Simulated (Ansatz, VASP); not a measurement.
## C in VASP and in Ansatz

Contents of INCAR:

```
PREC     = Accurate       # precision mode
ENCUT    = 520            # plane-wave cutoff, eV
EDIFF    = 1E-6           # SCF threshold, eV
ISMEAR   = -1             # smearing method
SIGMA    = 0.02           # smearing width, eV
LREAL    = F              # projectors in reciprocal space
LASPH    = T              # aspherical terms in the spheres
NELM     = 80             # most SCF steps
ALGO     = Normal         # electronic algorithm
ISIF     = 2              # what is computed and relaxed
LWAVE    = F              # write WAVECAR
LCHARG   = F              # write CHGCAR
GGA      = PE             # functional
NBANDS   = 11             # bands
```

Contents of KPOINTS:

```
Automatic mesh
0
Gamma
  8 8 8
```

The input POSCAR:

```
C
1.0
    0.0000000000      1.7833700000      1.7833700000
    1.7833700000      0.0000000000      1.7833700000
    1.7833700000      1.7833700000      0.0000000000
C
2
Direct
    0.7500000000      0.7500000000      0.7500000000
    0.5000000000      0.5000000000      0.5000000000
```

The input input.yaml:

```yaml
crystal:
  lattice:
    - [0.0, 1.78337, 1.78337]
    - [1.78337, 0.0, 1.78337]
    - [1.78337, 1.78337, 0.0]
  atoms:
    - { symbol: C, position: [0.75, 0.75, 0.75] }
    - { symbol: C, position: [0.5, 0.5, 0.5] }
kpoints:
  mp_grid: { grid: [8, 8, 8] }
scf:
  occupations: { method: fermi_dirac, width: 0.02 }
hamiltonian:
  xc: pbe
  pseudopotentials: { kind: all_electron, lapw: { basis_error: 0.003 } }
output:
  forces: true
  stress: true
  eigenvalues: true
```

Alike in both runs: task single point; functional PBE; k mesh 8 × 8 × 8; occupations fermi-dirac, width 0.02 eV; no spin polarisation.

```csv
,VASP,Ansatz
version,VASP 6.6.1,Ansatz 0.2.0
potentials or method,"VASP PAW PBE potentials, release 64 (C), cutoff 520 eV","all-electron LAPW, scalar-relativistic"
```

Ansatz gave:

| Quantity | Value |
| --- | --- |
| gap on the k mesh at the Fermi level (eV) | 4.14 |
| least direct gap on the mesh (eV) | 5.60 |
| pressure (GPa) | 1.8 |

Problem. What did VASP give for the same quantities?

Solution. gap on the k mesh at the Fermi level (eV): 4.13; least direct gap on the mesh (eV): 5.59; pressure (GPa): 2.5.

Ansatz ran all-electron here, and VASP with PAW potentials.
